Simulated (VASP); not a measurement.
# TiNi (Pmma) in VASP: single point with PBEsol

Aim: the single point of TiNi with PBEsol.

Everything below comes from runs of VASP 6.6.1. Logs are shortened: lines on timing, memory, paths and dates and some standing lists are left out, and cuts for length are marked.

## 1. The cell of the first run

The structure is orthorhombic, space group Pmma (No. 51). The conventional cell has a = 4.140 Å, b = 2.894 Å, c = 4.647 Å, α = 90.00°, β = 90.00°, γ = 90.00°. Within 3.4 Å of Ni (site symmetry mm2) lie 8 Ti at 2.56 to 2.92 Å and 4 Ni at 2.66 to 2.89 Å. Ti (site symmetry mm2) has 8 Ni at 2.56 to 2.92 Å and 6 Ti at 2.89 to 3.28 Å within 3.4 Å.

## 2. Single point, PBEsol, collinear spin, ferromagnetic start (13.92 Å³/atom)

INCAR

```
SYSTEM = TiNi
  ALGO = Normal
  EDIFF = 1E-6
  ENCUT = 520
  GGA = PS
  ISIF = 2
  ISMEAR = -1
  ISPIN = 2
  LASPH = .TRUE.
  LCHARG = .FALSE.
  LMAXMIX = 4
  LORBIT = 11
  LREAL = .FALSE.
  LWAVE = .FALSE.
  MAGMOM = 1 1 1 1
  NBANDS = 34
  NELM = 150
  PREC = Accurate
  SIGMA = 0.05
```

KPOINTS

```
k-points
0
G
  7 9 6
  0 0 0
```

POSCAR

```
TiNi
1.0
    4.1398122313      0.0000000000      0.0000000000
    0.0000000000      2.8937901850      0.0000000000
    0.0000000000      0.0000000000      4.6471166259
Ni Ti
2 2
Direct
    0.7500000000      0.0000000000      0.8209744100
    0.2500000000      0.0000000000      0.1790255900
    0.7500000000      0.5000000000      0.2744080600
    0.2500000000      0.5000000000      0.7255919400
```

Potentials or basis: VASP PAW PBE potentials, release 64 (Ni, Ti_sv).

Started as:

```sh
$ cat potpaw_PBE.64/Ni/POTCAR potpaw_PBE.64/Ti_sv/POTCAR > POTCAR
$ mpirun -np 1 vasp_std > vasp.out
```

OUTCAR:

```text
SYSTEM = TiNi
   EDIFF = 1E-6
   ENCUT = 520
   GGA = PS
   ISIF = 2
   ISMEAR = -1
   ISPIN = 2
   LASPH = .TRUE.
   LORBIT = 11
   LREAL = .FALSE.
   NELM = 150
   PREC = Accurate

 ion  position               nearest neighbor table
   1  0.750  0.000  0.821-   3 2.56   3 2.56   4 2.56   4 2.56   4 2.56   4 2.56   2 2.66   2 2.66
                             3 2.92   3 2.92
   2  0.250  0.000  0.179-   4 2.56   4 2.56   3 2.56   3 2.56   3 2.56   3 2.56   1 2.66   1 2.66
                             4 2.92   4 2.92
   3  0.750  0.500  0.274-   1 2.56   1 2.56   2 2.56   2 2.56   2 2.56   2 2.56   1 2.92   1 2.92

   4  0.250  0.500  0.726-   2 2.56   2 2.56   1 2.56   1 2.56   1 2.56   1 2.56   2 2.92   2 2.92

  LATTYP: Found a simple orthorhombic cell.
 ALAT       =     2.8937901850
 B/A-ratio  =     1.4305847925
 C/A-ratio  =     1.6058927320

  Lattice vectors:

 A1 = (   0.0000000000,  -2.8937901850,   0.0000000000)
 A2 = (   4.1398122313,   0.0000000000,   0.0000000000)
 A3 = (   0.0000000000,   0.0000000000,   4.6471166259)

Analysis of symmetry for initial positions (statically):
=====================================================================
 Subroutine PRICEL returns:
 Original cell was already a primitive cell.

 Routine SETGRP: Setting up the symmetry group for a
 simple orthorhombic supercell.

 Subroutine GETGRP returns: Found  8 space group operations
 (whereof  4 operations were pure point group operations)
 out of a pool of  8 trial point group operations.

The static configuration has the point symmetry C_2h.
 The point group associated with its full space group is D_2h.

Analysis of symmetry for dynamics (positions and initial velocities):
=====================================================================
 Subroutine PRICEL returns:
 Original cell was already a primitive cell.

 Routine SETGRP: Setting up the symmetry group for a
 simple orthorhombic supercell.

 Subroutine GETGRP returns: Found  8 space group operations
 (whereof  4 operations were pure point group operations)
 out of a pool of  8 trial point group operations.

The dynamic configuration has the point symmetry C_2h.
 The point group associated with its full space group is D_2h.

Analysis of structural, dynamic, and magnetic symmetry:
=====================================================================
 Subroutine PRICEL returns:
 Original cell was already a primitive cell.

 Routine SETGRP: Setting up the symmetry group for a
 simple orthorhombic supercell.

 Subroutine GETGRP returns: Found  8 space group operations
 (whereof  4 operations were pure point group operations)
 out of a pool of  8 trial point group operations.

The overall configuration has the point symmetry C_2h.
 The point group associated with its full space group is D_2h.

 Subroutine INISYM returns: Found  8 space group operations
 (whereof  4 operations are pure point group operations),
 and found     1 'primitive' translations

----------------------------------------------------------------------------------------

                                     Primitive cell

  volume of cell :      55.6713

  direct lattice vectors                    reciprocal lattice vectors
     4.139812231  0.000000000  0.000000000     0.241556849  0.000000000  0.000000000
     0.000000000  2.893790185  0.000000000     0.000000000  0.345567555  0.000000000
     0.000000000  0.000000000  4.647116626     0.000000000  0.000000000  0.215187197

  length of vectors
     4.139812231  2.893790185  4.647116626     0.241556849  0.345567555  0.215187197

  position of ions in fractional coordinates (direct lattice)
     0.750000000  0.000000000  0.820974410
     0.250000000  0.000000000  0.179025590
     0.750000000  0.500000000  0.274408060
     0.250000000  0.500000000  0.725591940

  ion indices of the primitive-cell ions
   primitive index   ion index
                 1           1
                 2           2
                 3           3
                 4           4

[... 25 lines left out ...]

 Following reciprocal coordinates:
            Coordinates               Weight
  0.000000  0.000000  0.000000      1.000000
  0.142857  0.000000  0.000000      2.000000
  0.285714  0.000000  0.000000      2.000000
  0.428571  0.000000  0.000000      2.000000
  0.000000  0.111111  0.000000      2.000000
  0.142857  0.111111  0.000000      4.000000
[... 16 lines left out ...]
  0.285714  0.000000  0.166667      4.000000
  0.428571  0.000000  0.166667      4.000000
 [... further k-points ...]
   k-points           NKPTS =     80   k-points in BZ     NKDIM =     80   number of bands    NBANDS=     34
   number of dos      NEDOS =    301   number of ions     NIONS =      4
   total plane-waves  NPLWV =  27648
   dimension x,y,z NGX =    32 NGY =   24 NGZ =   36
   dimension x,y,z NGXF=    64 NGYF=   48 NGZF=   72
   ions per type =               2   2
   NGX,Y,Z   is equivalent  to a cutoff of  12.85, 13.79, 12.88 a.u.
   NGXF,Y,Z  is equivalent  to a cutoff of  25.70, 27.58, 25.76 a.u.
 SYSTEM =  TiNi
   PREC   = accura    normal or accurate (medium, high low for compatibility)
   ISTART =      0    job   : 0-new  1-cont  2-samecut
   ICHARG =      2    charge: 1-file 2-atom 10-const
   ISPIN  =      2    spin polarized calculation?
   LNONCOLLINEAR =      F non collinear calculations
   LSORBIT =      F    spin-orbit coupling
   LASPH  =      T    aspherical Exc in radial PAW
   ENCUT  =  520.0 eV  38.22 Ry    6.18 a.u.   7.70  5.38  8.64*2*pi/ulx,y,z
   NELM   =    150;   NELMIN=  2; NELMDL= -5     # of ELM steps
   EDIFF  = 0.1E-05   stopping-criterion for ELM
   LREAL  =      F    real-space projection
   EDIFFG = 0.1E-04   stopping-criterion for IOM
   NSW    =      0    number of steps for IOM
   IBRION =     -1    ionic relax: 0-MD 1-quasi-New 2-CG
   NFREE  =      0    steps in history (QN), initial steepest desc. (CG)
   ISIF   =      2    stress and relaxation
   ISYM   =      2    0-nonsym 1-usesym 2-fastsym
   POTIM  = 0.5000    time-step for ionic-motion
   TEBEG  =    0.0;   TEEND  =   0.0 temperature during run
   PSTRESS=    0.0 pullay stress
   NELECT =      44.0000    total number of electrons
   NUPDOWN=      -1.0000    fix difference up-down
   EMIN   =  10.00;   EMAX   =-10.00  energy-range for DOS
   EFERMI =   0.00;   METHOD = LEGACY
   ISMEAR =    -1;   SIGMA  =   0.05  broadening in eV -4-tet -1-fermi 0-gaus
   EFERMI_NEDOS =   21; number of points for ismear=-14 and -15
   IALGO  =     38    algorithm
   IMIX   =      4    mixing-type and parameters
     AMIX     =   0.40;   BMIX     =  1.00
     AMIX_MAG =   1.60;   BMIX_MAG =  1.00
  volume/ion in A,a.u.               =      13.92        93.92
  Fermi-wavevector in a.u.,A,eV,Ry     =   1.513615  2.860317 31.171344  2.291029
  Thomas-Fermi vector in A             =   2.623382
   LORBIT       =     11    0 simple, 1 ext, 2 COOP (PROOUT), +10 PAW based schemes
   GGA     = PS    functional components
   LHFCALC =     F    Hartree Fock is set to
   AEXX    =    0.0000 exact exchange contribution
   IVDW    =     0    specifies the selected vdW correction
   LEPSILON=     F    determine dielectric tensor
   LRPA    =     F    only Hartree local field effects (RPA)
 spin polarized calculation
  energy-cutoff  :      520.00
  volume of cell :       55.67
 maximum number of plane-waves:      1519
 NGX is ok and might be reduce to    32
   NGX = 15   NGY = 11   NGZ = 17

 number of electron      44.0000038 magnetization       0.0186434

 number of electron      44.0000038 magnetization      -0.0000171

 Free energy of the ion-electron system (eV)
  ---------------------------------------------------
  ext. energy  EPLUGINS =         0.00000000
  ---------------------------------------------------
  free energy    TOTEN  =       -30.45723744 eV

  energy without entropy =      -30.42215761  energy(sigma->0) =      -30.43969753

 E-fermi :   8.8108     XC(G=0): -12.4141

 val. band max:        8.7972961800   @ k =   0.1429   0.2222   0.3333
 cond. band min:       8.8114023467   @ k =   0.1429   0.4444   0.5000
 fundamental gap:      0.0141061667
 Fermi energy:         8.8108204683

 spin component 1

 k-point     1 :       0.0000    0.0000    0.0000
  band No.  band energies     occupation
      1     -48.0755      1.00000
      2     -48.0304      1.00000
      3     -24.4911      1.00000
      4     -24.4903      1.00000
      5     -24.3135      1.00000
      6     -24.2810      1.00000
[... 877 lines left out ...]
     33      16.8666      0.00000
     34      17.5125      0.00000

 [... further k-points ...]

 spin component 2

 k-point     1 :       0.0000    0.0000    0.0000
  band No.  band energies     occupation
      1     -48.0754      1.00000
      2     -48.0303      1.00000
      3     -24.4911      1.00000
      4     -24.4903      1.00000
      5     -24.3135      1.00000
      6     -24.2810      1.00000
[... 877 lines left out ...]
     33      16.8666      0.00000
     34      17.5125      0.00000

 [... further k-points ...]

------------------------ aborting loop because EDIFF is reached ----------------------------------------

  FORCE on cell =-STRESS in cart. coord.  units (eV):
  Direction    XX          YY          ZZ          XY          YZ          ZX
  --------------------------------------------------------------------------------------
  -------------------------------------------------------------------------------------
  Total       -3.0770814     -2.8934919     -3.1016832      0.0000000      0.0000000      0.0000000
  in kB      -88.5560654    -83.2725004    -89.2640866      0.0000000      0.0000000      0.0000000
  external PRESSURE =     -87.0308841 kB  Pullay stress =       0.0000000 kB

 VOLUME and BASIS-vectors are now :
 -----------------------------------------------------------------------------
  energy-cutoff  :      520.00
  volume of cell :       55.67
      direct lattice vectors                 reciprocal lattice vectors
     4.139812231  0.000000000  0.000000000     0.241556849  0.000000000  0.000000000
     0.000000000  2.893790185  0.000000000     0.000000000  0.345567555  0.000000000
     0.000000000  0.000000000  4.647116626     0.000000000  0.000000000  0.215187197

 POSITION                                       TOTAL-FORCE (eV/Angst)
 -----------------------------------------------------------------------------------
      3.10486      0.00000      3.81516         0.000000     -0.000000      0.010058
      1.03495      0.00000      0.83195         0.000000     -0.000000     -0.010058
      3.10486      1.44690      1.27521         0.000000     -0.000000     -0.165361
      1.03495      1.44690      3.37191        -0.000000      0.000000      0.165361
 -----------------------------------------------------------------------------------
    total drift:                                0.000000      0.000000      0.000000

  FREE ENERGIE OF THE ION-ELECTRON SYSTEM (eV)
  ---------------------------------------------------
  free  energy   TOTEN  =       -30.4572374422 eV

  energy  without entropy=      -30.4221576119  energy(sigma->0) =      -30.43969753

 total charge

# of ion       s       p       d       tot
------------------------------------------
    1        0.567   0.493   8.301   9.361
    2        0.567   0.493   8.301   9.361
    3        2.233   6.149   1.845  10.228
    4        2.233   6.149   1.845  10.228
--------------------------------------------------
tot          5.600  13.284  20.293  39.177

 magnetization (x)

# of ion       s       p       d       tot
------------------------------------------
    1       -0.000  -0.000  -0.000  -0.000
    2       -0.000  -0.000  -0.000  -0.000
    3       -0.000   0.000   0.000   0.000
    4       -0.000   0.000   0.000   0.000
--------------------------------------------------
tot         -0.000  -0.000  -0.000  -0.000
```

It took 5.8 min on 1 thread of Intel Xeon Platinum 8488C (Sapphire Rapids), shared host; peak memory 0.34 GiB.

What came out:

| Quantity | Value |
| --- | --- |
| Free energy | -30.4572 eV |
| Pressure | -8.7 GPa |
| Largest force | 0.165 eV/Å |
| Band gap on the k mesh | zero (filled and empty bands overlap) |
| Net moment | 0.00 μB per cell |
| Valence electrons inside the program's atomic spheres | Ni 9.36; Ti 10.23 |

Forces on the atoms (eV/Å):
```
Ni   0.000  0.000  0.010
Ni   0.000  0.000 -0.010
Ti   0.000  0.000 -0.165
Ti   0.000  0.000  0.165
```

Caveat: the cell stands under tension; the moments typed at the start vanished in this run; the PAW data sets were made with another functional, which shifts forces and pressure a little.
